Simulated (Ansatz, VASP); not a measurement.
Pb in VASP and in Ansatz

Contents of INCAR:

```
SYSTEM = Pb
PREC = Accurate
ENCUT = 600
EDIFF = 1E-7
ISMEAR = 0
SIGMA = 0.1
LREAL = .FALSE.
LASPH = .TRUE.
NELM = 60
ALGO = Normal
ISIF = 3
LWAVE = .FALSE.
LCHARG = .FALSE.
GGA = PE
IBRION = 2
NSW = 100
EDIFFG = -0.01
```

File KPOINTS:

```
regular mesh
0
G
  14 14 14
  0 0 0
```

The input POSCAR:

```
Pb
1.0
    0.0000000000      2.4947547435      2.4947547435
    2.4947547435      0.0000000000      2.4947547435
    2.4947547435      2.4947547435      0.0000000000
Pb
1
Direct
    0.0000000000      0.0000000000      0.0000000000
```

Input for Ansatz:

```yaml
crystal:
  lattice:
    - [0.0, 2.4947547435, 2.4947547435]
    - [2.4947547435, 0.0, 2.4947547435]
    - [2.4947547435, 2.4947547435, 0.0]
  atoms:
    - { symbol: Pb, position: [0.0, 0.0, 0.0] }
basis:
  ecutwfc: 420
kpoints:
  mp_grid: { grid: [14, 14, 14] }
hamiltonian:
  xc: pbe
scf:
  occupations: { method: gaussian, width: 0.1 }
output:
  forces: true
  stress: true
  eigenvalues: true
relax:
  adjacent_minimum: "off"
  f_tol: 0.01
  max_steps: 80
  cell: { stress_tol: 0.05 }
```

Alike in both runs: task relaxation of cell and atoms; functional PBE; k mesh 14 × 14 × 14; occupations gaussian, width 0.1 eV; no spin polarisation.

```csv
,VASP,Ansatz
version,VASP 6.6.1,Ansatz 0.2.0
potentials or method,"VASP PAW PBE potentials, release 64 (Pb_d), cutoff 600 eV","scalar-relativistic, plane waves, PAW"
valence electrons in the cell,14,14
```

|  | VASP | Ansatz | Ansatz less VASP |
| --- | --- | --- | --- |
| gap on the k mesh at the Fermi level, each at its own relaxed structure (eV) | none | none | - |
| relaxed volume (Å³/atom) | 32.01 | 31.99 | -0.025 |
| relaxed cell length with the largest relative difference (Å) | 3.564 | 3.563 | -0.0009 |

A gap of «none» marks a metal or a gap that the smearing closes.

Spin-orbit coupling is off throughout.
